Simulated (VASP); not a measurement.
Input of a VASP 6.6.1 run:

File INCAR:

```
PREC = Accurate
ENCUT = 520
EDIFF = 1E-6
ISMEAR = 0
SIGMA = 0.1
LREAL = F
LASPH = T
NELM = 100
ALGO = Normal
ISIF = 2
LWAVE = F
LCHARG = F
LDIPOL = T
IDIPOL = 3
DIPOL = 0.5 0.5 0.339
GGA = PE
NBANDS = 38
```

KPOINTS

```
Automatic mesh
0
Gamma
  9 9 1
```

File POSCAR:

```
Ti3N3O
1.0
    3.0028555065      0.0000000000      0.0000000000
    0.0000000000      3.0028555065      0.0000000000
    0.0000000000      0.0000000000     19.7584945265
Ti N O
3 3 1
Direct
    0.5000000000      0.5000000000      0.2024445736
    0.0000000000      0.0000000000      0.3072496201
    0.4974816667      0.5000000000      0.4366034017
    0.0000000000      0.0000000000      0.2024445736
    0.5000000000      0.5000000000      0.3055678856
   -0.0064560330      0.0000000000      0.4054702216
    0.3750000000      0.5000000000      0.5158551006
```

Potentials or basis: VASP PAW PBE potentials, release 64 (Ti_sv, N, O).

Run with:

```sh
$ cat potpaw_PBE.64/Ti_sv/POTCAR potpaw_PBE.64/N/POTCAR potpaw_PBE.64/O/POTCAR > POTCAR
$ mpirun -np 1 vasp_std > vasp.out
```

(1) Estimate the band gap on the k mesh.

(2) Estimate the largest force.

Answers

(1) zero (an odd number of electrons rules out a gap without spin polarisation).

(2) 2.558 eV/Å.

Caveat: an odd number of electrons without spin polarisation forces a metal; a magnetic or distorted state may lie lower.
